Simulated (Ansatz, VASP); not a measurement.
## One calculation of C, two programs

INCAR

```
PREC     = Accurate       # precision mode
ENCUT    = 520            # plane-wave cutoff, eV
EDIFF    = 1E-6           # SCF threshold, eV
ISMEAR   = 0              # smearing method
SIGMA    = 0.05           # smearing width, eV
LREAL    = False          # projectors in reciprocal space
LASPH    = True           # aspherical terms in the spheres
NELM     = 60             # most SCF steps
ALGO     = Normal         # electronic algorithm
ISIF     = 2              # what is computed and relaxed
LWAVE    = False          # write WAVECAR
LCHARG   = False          # write CHGCAR
GGA      = PE             # functional
NBANDS   = 11             # bands
```

File KPOINTS:

```
Automatic mesh
0
Gamma
  12 12 12
```

POSCAR

```
C
1.0
    0.0000000000      1.8846690200      1.7959011092
    1.8846690200      0.0000000000      1.7959011092
    1.8846690200      1.8846690200      0.0000000000
C
2
Direct
    0.5000000000      0.5000000000      0.5000000000
    0.7500000000      0.7500000000      0.7500000000
```

Input for Ansatz:

```yaml
crystal:
  lattice:
    - [0.0, 1.88466902, 1.7959011092]
    - [1.88466902, 0.0, 1.7959011092]
    - [1.88466902, 1.88466902, 0.0]
  atoms:
    - { symbol: C, position: [0.5, 0.5, 0.5] }
    - { symbol: C, position: [0.75, 0.75, 0.75] }
basis:
  ecutwfc: 520.0
kpoints:
  mp_grid: { grid: [12, 12, 12] }
hamiltonian:
  xc: pbe
  pseudopotentials: { kind: paw, azcp: { folder: soft_1 } }
scf:
  occupations: { method: gaussian, width: 0.05 }
output:
  forces: true
  stress: true
  eigenvalues: true
```

Alike in both runs: task single point; functional PBE; k mesh 12 × 12 × 12; occupations gaussian, width 0.05 eV; no spin polarisation.

```csv
,VASP,Ansatz
version,VASP 6.6.1,Ansatz 0.2.0
potentials or method,"VASP PAW PBE potentials, release 64 (C), cutoff 520 eV","scalar-relativistic, plane waves, PAW"
valence electrons in the cell,8,8
```

|  | VASP | Ansatz | Ansatz less VASP |
| --- | --- | --- | --- |
| gap on the k mesh at the Fermi level (eV) | 2.79 | 2.80 | +0.006 |
| least direct gap on the mesh (eV) | 4.49 | 4.49 | +0.003 |

The functional is the same, so the differences come from potentials, cutoffs and numerics.
